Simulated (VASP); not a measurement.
Wanted: the native input for a VASP 6.6.1 run.

- Task: single point
- Functional: r2SCAN
- Potentials or basis: VASP PAW PBE potentials, release 64 (Na_pv, Cl)
- Cutoff: 550 eV
- k mesh: 6 × 6 × 6
- Occupations: gaussian, width 0.01 eV
- Spin: no spin polarisation
- Dipole correction: no
- Further INCAR settings: ALGO = Normal; EDIFF = 1e-06; NBANDS = 14

Crystal: NaCl.

```
Na Cl
1.0
     0.00000    2.81000    2.81000
     2.81000    0.00000    2.81000
     2.81000    2.81000    0.00000
Na Cl
1 1
Direct
  0.00000 0.00000 0.00000
  0.50000 0.50000 0.50000
```

The input as run:

POSCAR

```
NaCl
1.0
    0.0000000000      2.8100000000      2.8100000000
    2.8100000000      0.0000000000      2.8100000000
    2.8100000000      2.8100000000      0.0000000000
Na Cl
1 1
Direct
    0.0000000000      0.0000000000      0.0000000000
    0.5000000000      0.5000000000      0.5000000000
```

INCAR.step1

```
SYSTEM = NaCl
PREC = Accurate
ENCUT = 550
ISMEAR = 0
SIGMA = 0.01
LREAL = .False.
LASPH = .True.
NELM = 120
NBANDS = 14
GGA = PE
ALGO = Normal
EDIFF = 1E-5
LWAVE = .True.
LCHARG = .False.
GGA_COMPAT = .False.
```

INCAR.step2

```
SYSTEM = NaCl
PREC = Accurate
ENCUT = 550
EDIFF = 1E-6
ISMEAR = 0
SIGMA = 0.01
LREAL = .False.
LASPH = .True.
NELM = 120
ALGO = Normal
ISIF = 2
LWAVE = .False.
LCHARG = .False.
METAGGA = R2SCAN
LMIXTAU = .True.
NBANDS = 14
ISTART = 1
GGA_COMPAT = .False.
```

KPOINTS

```
Automatic mesh
0
Gamma
  6 6 6
  0 0 0
```

Potentials or basis: VASP PAW PBE potentials, release 64 (Na_pv, Cl).

Command:

```sh
$ cat potpaw_PBE.64/Na_pv/POTCAR potpaw_PBE.64/Cl/POTCAR > POTCAR
$ cp INCAR.step1 INCAR
$ mpirun -np 1 vasp_std > vasp.out
$ cp INCAR.step2 INCAR
$ mpirun -np 1 vasp_std > vasp.out
```

It gave:

| Property | Result |
| --- | --- |
| Pressure | -0.4 GPa |
| Band gap on the k mesh | 5.97 eV |

Caveat: the PAW data sets were made with another functional, which shifts forces and pressure a little.

It took 20 s on 1 thread of Intel(R) Xeon(R) 6975P-C (Granite Rapids) (shared host), peak memory 0.16 GiB.
